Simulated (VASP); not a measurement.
# ZrSe2: relaxation of the atoms with r2SCAN

The system is ZrSe2.

```
Zr Se
1.0
     3.81115    0.00000    0.00000
    -1.90558    3.30055    0.00000
     0.00000    0.00000    6.39991
Zr Se
1 2
Direct
  0.00000 0.00000 0.00000
  0.66667 0.33333 0.75588
  0.33333 0.66667 0.24412
```

```yaml
Program: VASP 6.6.1
Task: relaxation of the atoms
Functional: r2SCAN
Potentials_or_basis: VASP PAW PBE potentials, release 64 (Zr_sv, Se)
Cutoff: 500 eV
k_mesh: 10 × 10 × 5
Occupations: fermi-dirac, width 0.01 eV
Spin: no spin polarisation
Dipole_correction: no
Further_INCAR_settings: ALGO = Normal; EDIFF = 1e-07; IBRION = 2; EDIFFG = -0.02; NSW = 80
```

| Quantity | Value |
| --- | --- |
| Pressure after relaxing | 0.0 GPa |
| Largest force after relaxing | 0.007 eV/Å |
| Band gap on the k mesh | 0.79 eV (least direct gap 1.43 eV) |

Forces in eV/Å, atoms in the order of the input:
```
Zr   0.000  0.000  0.000
Se   0.000  0.000  0.007
Se   0.000  0.000 -0.007
```

Final structure:
```cif
data_structure
_symmetry_space_group_name_H-M 'P 1'
_symmetry_Int_Tables_number 1
_cell_length_a 3.8112
_cell_length_b 3.8112
_cell_length_c 6.3999
_cell_angle_alpha 90.000
_cell_angle_beta 90.000
_cell_angle_gamma 120.000
_cell_volume 80.50
loop_
_atom_site_label
_atom_site_type_symbol
_atom_site_fract_x
_atom_site_fract_y
_atom_site_fract_z
_atom_site_occupancy
Zr1 Zr 0.00000 0.00000 0.00000 1
Se1 Se 0.66667 0.33333 0.75588 1
Se2 Se 0.33333 0.66667 0.24412 1
```

Levels at points of the mesh, in eV from the valence-band top:
```
           k point  band 8  band 9  band 10  band 11  band 12  band 13  band 14  band 15  band 16
(0.00, 0.00, 0.00)   -2.68   -2.68    -0.10     0.00     0.00     1.43     1.43     1.98     4.70
(0.50, 0.00, 0.00)   -2.95   -2.56    -2.49    -1.97    -1.26     0.94     2.92     3.29     5.27
```

Wall time 3.3 min on 1 thread of Intel(R) Xeon(R) 6975P-C (Granite Rapids), on a shared host, peak memory 0.24 GiB.

Caveat: the relaxation stopped at its first step, so nothing moved; semilocal functionals underestimate gaps, and a narrow one can read as zero; the PAW data sets were made with another functional, which shifts forces and pressure a little. A k mesh can miss the band edges.
